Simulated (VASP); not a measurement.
**Pd: single point with PBE**

Pd:

```
Pd
1.0
     0.00000    1.99352    1.99352
     1.99352    0.00000    1.99352
     1.99352    1.99352    0.00000
Pd
1
Direct
  0.00000 0.00000 0.00000
```

This cell differs from its parent crystal: strain +0.025 along x and y, +0.025 along z.

- Program: VASP 6.6.1
- Task: single point
- Functional: PBE
- Potentials or basis: VASP PAW PBE potentials, release 64 (Pd)
- Cutoff: 520 eV
- k mesh: 20 × 20 × 20
- Occupations: gaussian, width 0.15 eV
- Spin: no spin polarisation

```json
{
  "Pressure": "-5.2 GPa",
  "Band gap on the k mesh": "zero (band 5 reaches 8.87 eV, above the bottom of band 6 at 7.46 eV)"
}
```

Levels at points of the mesh, in eV from the Fermi level:
| k point | band 2 | band 3 | band 4 | band 5 | band 6 | band 7 | band 8 | band 9 |
| --- | --- | --- | --- | --- | --- | --- | --- | --- |
| (0.00, 0.00, 0.00) | -2.53 | -2.53 | -2.53 | -1.10 | -1.10 | 17.14 | 21.51 | 21.51 |
| (0.50, 0.00, 0.00) | -2.57 | -2.57 | -0.03 | -0.03 | 1.18 | 6.77 | 16.48 | 20.40 |
| (0.50, 0.50, 0.00) | -4.55 | -0.06 | 0.25 | 0.25 | 3.36 | 10.05 | 12.82 | 12.82 |

Wall time 14 s on 1 thread of Intel(R) Xeon(R) 6975P-C (Granite Rapids), on a shared host, peak memory 0.17 GiB.

Caveat: the cell differs from its parent crystal (strain +0.025 along x and y, +0.025 along z).
